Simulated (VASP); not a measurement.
# SrO (F-43m) in VASP: a series of runs

SrO is run at these levels: PBE; tasks: single point.

All numbers are computed with VASP 6.6.1; they aren't measurements. Logs are shortened: lines on timing, memory, paths and dates and some standing lists are left out, and cuts for length are marked.

### Step 1. The cell of the first run

Symmetry: F-43m, No. 216, cubic system. Conventional cell: a = 5.498 Å, b = 5.498 Å, c = 5.498 Å, α = 90.00°, β = 90.00°, γ = 90.00°. Sr (site symmetry -43m) has 4 O at 2.38 Å within 3.1 Å. O (site symmetry -43m) has 4 Sr at 2.38 Å within 3.1 Å.

### Step 2. Single point, PBE (volume changed by -6%)

INCAR reads:

```
SYSTEM = SrO
  PREC = Accurate
  ENCUT = 520
  EDIFF = 1E-6
  ISMEAR = 0
  SIGMA = 0.01
  LREAL = .False.
  LASPH = .True.
  NELM = 60
  ALGO = Normal
  ISIF = 2
  LWAVE = .False.
  LCHARG = .False.
  GGA = PE
  NBANDS = 15
```

KPOINTS reads:

```
regular mesh
0
Gamma
  6 6 6
  0 0 0
```

POSCAR reads:

```
SrO
1.0
    0.0000000000      2.7491091284      2.7491091284
    2.7491091284      0.0000000000      2.7491091284
    2.7491091284      2.7491091284      0.0000000000
Sr O
1 1
Direct
    0.0000000000      0.0000000000      0.0000000000
    0.2500000000      0.2500000000      0.2500000000
```

Potentials or basis: VASP PAW PBE potentials, release 64 (Sr_sv, O).

The run is started by

```
cat potpaw_PBE.64/Sr_sv/POTCAR potpaw_PBE.64/O/POTCAR > POTCAR
mpirun -np 1 vasp_std > vasp.out
```

OUTCAR:

```text
SYSTEM = SrO
   PREC = Accurate
   ENCUT = 520
   EDIFF = 1E-6
   ISMEAR = 0
   LREAL = .False.
   LASPH = .True.
   NELM = 60
   ISIF = 2
   GGA = PE

 ion  position               nearest neighbor table
   1  0.000  0.000  0.000-   2 2.38   2 2.38   2 2.38   2 2.38
   2  0.250  0.250  0.250-   1 2.38   1 2.38   1 2.38   1 2.38

  LATTYP: Found a face centered cubic cell.
 ALAT       =     5.4982182568

  Lattice vectors:

 A1 = (   0.0000000000,   2.7491091284,   2.7491091284)
 A2 = (   2.7491091284,   0.0000000000,   2.7491091284)
 A3 = (   2.7491091284,   2.7491091284,   0.0000000000)

Analysis of symmetry for initial positions (statically):
=====================================================================
 Subroutine PRICEL returns:
 Original cell was already a primitive cell.

 Routine SETGRP: Setting up the symmetry group for a
 face centered cubic supercell.

 Subroutine GETGRP returns: Found 24 space group operations
 (whereof 24 operations were pure point group operations)
 out of a pool of 48 trial point group operations.

The static configuration has the point symmetry T_d .

Analysis of symmetry for dynamics (positions and initial velocities):
=====================================================================
 Subroutine PRICEL returns:
 Original cell was already a primitive cell.

 Routine SETGRP: Setting up the symmetry group for a
 face centered cubic supercell.

 Subroutine GETGRP returns: Found 24 space group operations
 (whereof 24 operations were pure point group operations)
 out of a pool of 48 trial point group operations.

The dynamic configuration has the point symmetry T_d .

 Subroutine INISYM returns: Found 24 space group operations
 (whereof 24 operations are pure point group operations),
 and found     1 'primitive' translations

----------------------------------------------------------------------------------------

                                     Primitive cell

  volume of cell :      41.5533

  direct lattice vectors                    reciprocal lattice vectors
     0.000000000  2.749109128  2.749109128    -0.181877102  0.181877102  0.181877102
     2.749109128  0.000000000  2.749109128     0.181877102 -0.181877102  0.181877102
     2.749109128  2.749109128  0.000000000     0.181877102  0.181877102 -0.181877102

  length of vectors
     3.887827414  3.887827414  3.887827414     0.315020381  0.315020381  0.315020381

  position of ions in fractional coordinates (direct lattice)
     0.000000000  0.000000000  0.000000000
     0.250000000  0.250000000  0.250000000

  ion indices of the primitive-cell ions
   primitive index   ion index
                 1           1
                 2           2

----------------------------------------------------------------------------------------

 KPOINTS: regular mesh

Automatic generation of k-mesh.
 Grid dimensions read from file:
 generate k-points for:    6    6    6

 Generating k-lattice:

  Cartesian coordinates                     Fractional coordinates (reciprocal lattice)
    -0.030312850  0.030312850  0.030312850     0.166666667  0.000000000  0.000000000
     0.030312850 -0.030312850  0.030312850     0.000000000  0.166666667  0.000000000
     0.030312850  0.030312850 -0.030312850     0.000000000  0.000000000  0.166666667

  Length of vectors
     0.052503397  0.052503397  0.052503397

  Shift w.r.t. Gamma in fractional coordinates (k-lattice)
     0.000000000  0.000000000  0.000000000

 Subroutine IBZKPT returns following result:
 ===========================================

 Found     16 irreducible k-points:

 Following reciprocal coordinates:
            Coordinates               Weight
  0.000000  0.000000  0.000000      1.000000
  0.166667  0.000000  0.000000      8.000000
  0.333333  0.000000  0.000000      8.000000
  0.500000  0.000000  0.000000      4.000000
  0.166667  0.166667  0.000000      6.000000
  0.333333  0.166667  0.000000     24.000000
[... 8 lines left out ...]
 -0.333333  0.333333  0.166667     24.000000
 -0.333333  0.500000  0.166667     12.000000
   k-points           NKPTS =     16   k-points in BZ     NKDIM =     16   number of bands    NBANDS=     15
   number of dos      NEDOS =    301   number of ions     NIONS =      2
   total plane-waves  NPLWV =  27000
   dimension x,y,z NGX =    30 NGY =   30 NGZ =   30
   dimension x,y,z NGXF=    60 NGYF=   60 NGZF=   60
   ions per type =               1   1
   NGX,Y,Z   is equivalent  to a cutoff of  12.83, 12.83, 12.83 a.u.
   NGXF,Y,Z  is equivalent  to a cutoff of  25.66, 25.66, 25.66 a.u.
 SYSTEM =  SrO
   PREC   = accura    normal or accurate (medium, high low for compatibility)
   ISTART =      0    job   : 0-new  1-cont  2-samecut
   ICHARG =      2    charge: 1-file 2-atom 10-const
   ISPIN  =      1    spin polarized calculation?
   LNONCOLLINEAR =      F non collinear calculations
   LSORBIT =      F    spin-orbit coupling
   LASPH  =      T    aspherical Exc in radial PAW
   ENCUT  =  520.0 eV  38.22 Ry    6.18 a.u.   7.23  7.23  7.23*2*pi/ulx,y,z
   NELM   =     60;   NELMIN=  2; NELMDL= -5     # of ELM steps
   EDIFF  = 0.1E-05   stopping-criterion for ELM
   LREAL  =      F    real-space projection
   EDIFFG = 0.1E-04   stopping-criterion for IOM
   NSW    =      0    number of steps for IOM
   IBRION =     -1    ionic relax: 0-MD 1-quasi-New 2-CG
   NFREE  =      0    steps in history (QN), initial steepest desc. (CG)
   ISIF   =      2    stress and relaxation
   ISYM   =      2    0-nonsym 1-usesym 2-fastsym
   POTIM  = 0.5000    time-step for ionic-motion
   TEBEG  =    0.0;   TEEND  =   0.0 temperature during run
   PSTRESS=    0.0 pullay stress
   NELECT =      16.0000    total number of electrons
   NUPDOWN=      -1.0000    fix difference up-down
   EMIN   =  10.00;   EMAX   =-10.00  energy-range for DOS
   EFERMI =   0.00;   METHOD = LEGACY
   ISMEAR =     0;   SIGMA  =   0.01  broadening in eV -4-tet -1-fermi 0-gaus
   EFERMI_NEDOS =   21; number of points for ismear=-14 and -15
   IALGO  =     38    algorithm
   IMIX   =      4    mixing-type and parameters
     AMIX     =   0.40;   BMIX     =  1.00
     AMIX_MAG =   1.60;   BMIX_MAG =  1.00
  volume/ion in A,a.u.               =      20.78       140.21
  Fermi-wavevector in a.u.,A,eV,Ry     =   1.191003  2.250669 19.299702  1.418488
  Thomas-Fermi vector in A             =   2.327075
   LORBIT       =      0    0 simple, 1 ext, 2 COOP (PROOUT), +10 PAW based schemes
   GGA     = PE    functional components
   LHFCALC =     F    Hartree Fock is set to
   AEXX    =    0.0000 exact exchange contribution
   IVDW    =     0    specifies the selected vdW correction
   LEPSILON=     F    determine dielectric tensor
   LRPA    =     F    only Hartree local field effects (RPA)
 non-spin polarized calculation
 Gauss-broadening in eV      SIGMA  =   0.01
  energy-cutoff  :      520.00
  volume of cell :       41.55
 maximum number of plane-waves:      1139
 NGX is ok and might be reduce to    30
   NGX = 15   NGY = 15   NGZ = 15

 number of electron      15.9999996 magnetization

 Free energy of the ion-electron system (eV)
  ---------------------------------------------------
  ext. energy  EPLUGINS =         0.00000000
  ---------------------------------------------------
  free energy    TOTEN  =       -11.72196536 eV

  energy without entropy =      -11.72196536  energy(sigma->0) =      -11.72196536

 E-fermi :   0.5733     XC(G=0):  -8.8218

 val. band max:        0.4798362163   @ k =  -0.3333   0.5000   0.1667
 cond. band min:       3.1289248751   @ k =   0.0000   0.0000   0.0000
 fundamental gap:      2.6490886588
 Fermi energy:         0.5733116333

 k-point     1 :       0.0000    0.0000    0.0000
  band No.  band energies     occupation
      1     -31.5759      2.00000
      2     -14.3692      2.00000
      3     -13.4473      2.00000
      4     -13.4473      2.00000
      5     -13.4473      2.00000
      6      -0.4687      2.00000
      7      -0.4687      2.00000
      8      -0.4687      2.00000
      9       3.1289      0.00000
     10       8.7041      0.00000
     11       8.7041      0.00000
     12      10.1324      0.00000
     13      10.1324      0.00000
     14      10.1324      0.00000
     15      15.9177      0.00000

 k-point     2 :       0.1667    0.0000    0.0000
  band No.  band energies     occupation
      1     -31.5571      2.00000
      2     -14.8896      2.00000
      3     -13.4733      2.00000
      4     -13.4733      2.00000
      5     -12.9995      2.00000
      6      -0.5908      2.00000
      7      -0.3701      2.00000
      8      -0.3701      2.00000
      9       3.9989      0.00000
     10       8.2382      0.00000
     11       8.2382      0.00000
     12       9.5571      0.00000
     13      10.7078      0.00000
     14      10.7078      0.00000
     15      13.9485      0.00000

 k-point     3 :       0.3333    0.0000    0.0000
  band No.  band energies     occupation
      1     -31.5190      2.00000
      2     -15.4965      2.00000
      3     -13.5246      2.00000
      4     -13.5246      2.00000
      5     -12.5584      2.00000
      6      -0.4566      2.00000
      7      -0.1947      2.00000
      8      -0.1947      2.00000
      9       5.3741      0.00000
     10       8.0819      0.00000
     11       8.0819      0.00000
     12       8.5526      0.00000
     13      10.9081      0.00000
     14      10.9081      0.00000
     15      12.6659      0.00000
[... 199 lines left out ...]
 k-point    15 :      -0.3333    0.3333    0.1667
  band No.  band energies     occupation
      1     -31.4809      2.00000
      2     -15.8230      2.00000
      3     -13.8590      2.00000
      4     -13.6575      2.00000
      5     -12.0159      2.00000
      6      -0.2601      2.00000
      7      -0.2277      2.00000
      8       0.3342      2.00000
      9       5.3072      0.00000
     10       6.5276      0.00000
     11       8.7539      0.00000
     12      10.5089      0.00000
     13      10.8426      0.00000
     14      12.0729      0.00000
     15      13.5243      0.00000

 k-point    16 :      -0.3333    0.5000    0.1667
  band No.  band energies     occupation
      1     -31.4746      2.00000
      2     -15.8792      2.00000
      3     -13.8312      2.00000
      4     -13.7220      2.00000
      5     -11.9629      2.00000
      6      -0.6475      2.00000
      7       0.1226      2.00000
      8       0.4798      2.00000
      9       5.1458      0.00000
     10       6.2687      0.00000
     11       9.4253      0.00000
     12      10.4292      0.00000
     13      11.5787      0.00000
     14      12.7168      0.00000
     15      13.4402      0.00000

------------------------ aborting loop because EDIFF is reached ----------------------------------------

  FORCE on cell =-STRESS in cart. coord.  units (eV):
  Direction    XX          YY          ZZ          XY          YZ          ZX
  --------------------------------------------------------------------------------------
  -------------------------------------------------------------------------------------
  Total        1.2581958      1.2581958      1.2581958     -0.0000000     -0.0000000     -0.0000000
  in kB       48.5124124     48.5124124     48.5124124     -0.0000000     -0.0000000     -0.0000000
  external PRESSURE =      48.5124124 kB  Pullay stress =       0.0000000 kB

 VOLUME and BASIS-vectors are now :
 -----------------------------------------------------------------------------
  energy-cutoff  :      520.00
  volume of cell :       41.55
      direct lattice vectors                 reciprocal lattice vectors
     0.000000000  2.749109128  2.749109128    -0.181877102  0.181877102  0.181877102
     2.749109128  0.000000000  2.749109128     0.181877102 -0.181877102  0.181877102
     2.749109128  2.749109128  0.000000000     0.181877102  0.181877102 -0.181877102

 POSITION                                       TOTAL-FORCE (eV/Angst)
 -----------------------------------------------------------------------------------
      0.00000      0.00000      0.00000        -0.000000     -0.000000     -0.000000
      1.37455      1.37455      1.37455         0.000000      0.000000      0.000000
 -----------------------------------------------------------------------------------
    total drift:                               -0.000000     -0.000000     -0.000000

  FREE ENERGIE OF THE ION-ELECTRON SYSTEM (eV)
  ---------------------------------------------------
  free  energy   TOTEN  =       -11.7219653634 eV

  energy  without entropy=      -11.7219653634  energy(sigma->0) =      -11.72196536
```

It took 7.8 s on 1 thread of AMD EPYC 9R14 (Zen 4), shared host; peak memory 0.14 GiB.

Results:

| Property | Result |
| --- | --- |
| Free energy | -11.7220 eV |
| Pressure | 4.9 GPa |
| Band gap on the k mesh | 2.65 eV, indirect (least direct gap 3.60 eV) |

 A k mesh can miss the band edges.

### Step 3. Single point, PBE (volume changed by -3%)

INCAR reads:

```
PREC = Accurate ; ENCUT = 520
EDIFF = 1E-6 ; ISMEAR = 0
SIGMA = 0.01 ; LREAL = False
LASPH = True ; NELM = 80
ALGO = Normal ; ISIF = 2
LWAVE = False ; LCHARG = True
GGA = PE ; LELF = True
LVHAR = True ; NBANDS = 15
```

KPOINTS reads:

```
regular mesh
0
Gamma
  6 6 6
```

POSCAR reads:

```
SrO
1.0
    0.0000000000      2.7780492459      2.7780492459
    2.7780492459      0.0000000000      2.7780492459
    2.7780492459      2.7780492459      0.0000000000
Sr O
1 1
Direct
    0.0000000000      0.0000000000      0.0000000000
    0.2500000000      0.2500000000      0.2500000000
```

Potentials or basis: VASP PAW PBE potentials, release 64 (Sr_sv, O).

The run is started by

```
cat potpaw_PBE.64/Sr_sv/POTCAR potpaw_PBE.64/O/POTCAR > POTCAR
mpirun -np 1 vasp_std > vasp.out
```

OUTCAR:

```text
PREC = Accurate
   ENCUT = 520
   EDIFF = 1E-6
   ISMEAR = 0
   LREAL = False
   LASPH = True
   NELM = 80
   ISIF = 2
   GGA = PE

 ion  position               nearest neighbor table
   1  0.000  0.000  0.000-   2 2.41   2 2.41   2 2.41   2 2.41
   2  0.250  0.250  0.250-   1 2.41   1 2.41   1 2.41   1 2.41

  LATTYP: Found a face centered cubic cell.
 ALAT       =     5.5560984918

  Lattice vectors:

 A1 = (   0.0000000000,   2.7780492459,   2.7780492459)
 A2 = (   2.7780492459,   0.0000000000,   2.7780492459)
 A3 = (   2.7780492459,   2.7780492459,   0.0000000000)

Analysis of symmetry for initial positions (statically):
=====================================================================
 Subroutine PRICEL returns:
 Original cell was already a primitive cell.

 Routine SETGRP: Setting up the symmetry group for a
 face centered cubic supercell.

 Subroutine GETGRP returns: Found 24 space group operations
 (whereof 24 operations were pure point group operations)
 out of a pool of 48 trial point group operations.

The static configuration has the point symmetry T_d .

Analysis of symmetry for dynamics (positions and initial velocities):
[... 165 lines left out ...]
      6      -0.5305      2.00000
      7      -0.5305      2.00000
      8      -0.5305      2.00000
      9       2.9139      0.00000
     10       8.4534      0.00000
     11       8.4534      0.00000
     12       9.8172      0.00000
     13       9.8172      0.00000
     14       9.8172      0.00000
[... 257 lines left out ...]
      2     -15.9142      2.00000
      3     -14.0394      2.00000
      4     -13.9405      2.00000
      5     -12.2458      2.00000
      6      -0.7260      2.00000
      7       0.0049      2.00000
      8       0.3472      2.00000
      9       4.9534      0.00000
     10       6.0758      0.00000
     11       9.1408      0.00000
     12      10.0904      0.00000
     13      11.2062      0.00000
     14      12.2723      0.00000
     15      12.9525      0.00000

------------------------ aborting loop because EDIFF is reached ----------------------------------------

  FORCE on cell =-STRESS in cart. coord.  units (eV):
  Direction    XX          YY          ZZ          XY          YZ          ZX
  --------------------------------------------------------------------------------------
  -------------------------------------------------------------------------------------
  Total        0.6649479      0.6649479      0.6649479      0.0000000      0.0000000      0.0000000
  in kB       24.8455385     24.8455385     24.8455385      0.0000000      0.0000000      0.0000000
  external PRESSURE =      24.8455385 kB  Pullay stress =       0.0000000 kB

 VOLUME and BASIS-vectors are now :
 -----------------------------------------------------------------------------
  energy-cutoff  :      520.00
  volume of cell :       42.88
      direct lattice vectors                 reciprocal lattice vectors
     0.000000000  2.778049246  2.778049246    -0.179982411  0.179982411  0.179982411
     2.778049246  0.000000000  2.778049246     0.179982411 -0.179982411  0.179982411
     2.778049246  2.778049246  0.000000000     0.179982411  0.179982411 -0.179982411

 POSITION                                       TOTAL-FORCE (eV/Angst)
 -----------------------------------------------------------------------------------
      0.00000      0.00000      0.00000        -0.000000      0.000000     -0.000000
      1.38902      1.38902      1.38902         0.000000     -0.000000      0.000000
 -----------------------------------------------------------------------------------
    total drift:                               -0.000000     -0.000000     -0.000000

  FREE ENERGIE OF THE ION-ELECTRON SYSTEM (eV)
  ---------------------------------------------------
  free  energy   TOTEN  =       -11.7528223774 eV

  energy  without entropy=      -11.7528223774  energy(sigma->0) =      -11.75282238
```

Wall time 8.3 s (1 thread of AMD EPYC 9R14 (Zen 4), shared host); peak memory 0.14 GiB.

Results:

```
Free energy            : -11.7528 eV
Pressure               : 2.5 GPa
Band gap on the k mesh : 2.57 eV, indirect (least direct gap 3.44 eV)
```

Levels at points of the mesh, in eV from the valence-band top:
```csv
k point,band 6,band 7,band 8,band 9,band 10,band 11
"(0.00, 0.00, 0.00)",-0.88,-0.88,-0.88,2.57,8.11,8.11
"(0.50, 0.00, 0.00)",-0.72,-0.55,-0.55,5.32,7.22,7.67
"(0.50, 0.50, 0.00)",-1.45,-0.01,-0.01,4.60,5.78,9.72
```

 A k mesh can miss the band edges.

[end of part 1 of 2]
